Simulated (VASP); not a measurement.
## Re: single point with PBE

Crystal: Re.

```
Re
1.0
     0.00000    2.29679    1.44514
     2.29679    0.00000    1.44514
     2.29679    2.29679    0.00000
Re
1
Cartesian
  0.0000 0.0000 0.0000
```

This cell differs from its parent crystal: volume 15.247 Å^3 an atom, c/a of the conventional cell 0.6292.

- Program: VASP 6.6.1
- Task: single point
- Functional: PBE
- Potentials or basis: VASP PAW PBE potentials, release 64 (Re)
- Cutoff: 520 eV
- k mesh: 10 × 10 × 10
- Occupations: gaussian, width 0.15 eV
- Spin: no spin polarisation

| Quantity | Value |
| --- | --- |
| Pressure | -3.0 GPa |

Stress tensor (GPa, compression positive):
```
-4.66  0.00  0.00
 0.00 -4.66  0.00
 0.00  0.00  0.19
```

Levels at points of the mesh, in eV from the Fermi level:
```csv
k point,band 1,band 2,band 3,band 4,band 5,band 6,band 7,band 8
"(0.00, 0.00, 0.00)",-10.34,-3.38,-1.75,-1.75,-0.19,1.69,15.01,15.01
"(0.50, 0.00, 0.00)",-7.05,-5.03,0.50,0.65,2.81,4.33,10.11,11.88
"(0.50, 0.50, 0.00)",-6.81,-6.47,3.47,3.47,3.82,6.82,6.82,10.31
"(0.50, 0.00, 0.50)",-7.09,-3.43,-0.52,-0.51,0.95,4.24,9.06,12.81
```

It took 19 s on 1 thread of Intel Xeon 8259CL, with other jobs on the host, peak memory 0.14 GiB.

Caveat: spin-orbit coupling is left out, which moves the levels of the heavy elements.
